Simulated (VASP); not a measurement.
Crystal: WO.

```
CELL_PARAMETERS angstrom
0.00000 2.41288 2.41288
2.41288 0.00000 2.41288
2.41288 2.41288 0.00000
ATOMIC_POSITIONS crystal
W 0.00000 0.00000 0.00000
O 0.25000 0.25000 0.25000
```

Base run:

- Program: VASP 6.6.1
- Functional: PBE
- Potentials or basis: VASP PAW PBE potentials, release 64 (W_sv, O)
- Cutoff: 520 eV
- k mesh: 10 × 10 × 10
- Occupations: gaussian, width 0.02 eV
- Spin: collinear spin, ferromagnetic start
- Starting moments: [2.5, 0.0] μB
- Hubbard terms: W d U = 6.2 eV

Its results: band gap on the k mesh 0.62 eV, indirect (least direct gap 1.09 eV); pressure 5.8 GPa.

The run is repeated on the same cell with these changes: spin from collinear spin, ferromagnetic start to no spin polarisation; further incar settings from ALGO = Normal; EDIFF = 1e-06; NBANDS = 21 to ALGO = Normal; EDIFF = 1e-07; NBANDS = 17. What comes out?

Band gap on the k mesh zero (band 10 reaches 8.96 eV, above the bottom of band 11 at 7.96 eV); pressure -7.9 GPa.

Caveats: spin-orbit coupling is left out, which moves the levels of the heavy elements; U without spin polarisation on a metal has little footing (some runs).

A k mesh can miss the band edges.
